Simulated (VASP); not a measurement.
Runs of VASP 6.6.1 on Sr. The structure is that of space group Im-3m (No. 229), or close to it. The cells are those of the table. This isn't the form of Sr at room conditions, which is fcc.

```tsv
level	potentials or basis	spin	cell	k mesh	cutoff (eV)	smearing	grid for exact exchange (PRECFOCK)	share of exact exchange	k mesh for the DOS	occupations for the DOS	gap on the mesh (eV)	pressure (GPa)	moment (μB)
LDA	VASP PAW LDA potentials, release 64 (Sr_sv)	off	a = 4.218 Å, angles 109.5°, 1 atom	8 × 8 × 8	520	methfessel-paxton 0.01 eV	-	-	-	-	none	-2.0	-
r2SCAN+D3(BJ)	VASP PAW PBE potentials, release 64 (Sr_sv)	non-collinear, zero start, SOC	a = 4.273 Å, angles 109.5°, 1 atom	8 × 8 × 8	520	fermi-dirac 0.025 eV	-	-	-	-	-	-0.9	0.00
PBE0	VASP PAW PBE potentials, release 64 (Sr_sv)	off	a = 4.218 Å, angles 109.5°, 1 atom	5 × 5 × 5	400	fermi-dirac 0.1 eV	Normal	0.25	-	-	none	-0.1	-
b88 exchange, pbe correlation	VASP PAW PBE potentials, release 64 (Sr_sv)	non-collinear, zero start, SOC	a = 4.218 Å, angles 109.5°, 1 atom	8 × 8 × 8	400	fermi-dirac 0.025 eV	-	-	12 × 12 × 12	tetrahedron	-	-	0.00
r2SCAN+D3(BJ)	VASP PAW PBE potentials, release 64 (Sr_sv)	non-collinear, zero start, SOC	a = 4.300 Å, angles 109.5°, 1 atom	8 × 8 × 8	520	fermi-dirac 0.025 eV	-	-	-	-	-	-1.1	0.00
PBEsol	VASP PAW PBE potentials, release 64 (Sr_sv)	non-collinear, zero start, SOC	a = 4.218 Å, angles 109.5°, 1 atom	8 × 8 × 8	520	fermi-dirac 0.05 eV	-	-	-	-	-	(a)	0.00
revPBE+D3(BJ)	VASP PAW PBE potentials, release 64 (Sr_sv)	off	a = 4.218 Å, angles 109.5°, 1 atom	8 × 8 × 8	500	fermi-dirac 0.05 eV	-	-	-	-	none	(b)	-
```

Alike in all rows: task single point.

Problem. Estimate the missing entries.

Solution. (a) -1.2; (b) -1.0.

Caveats: some runs use coarse meshes; the PAW data sets were made with another functional, which shifts forces and pressure a little (at least some runs); three body term missing (at least some runs).

A k mesh can miss the band edges, and rows without SOC leave out spin-orbit coupling on Sr.

A gap of «none» marks levels without a gap at the run's occupations.
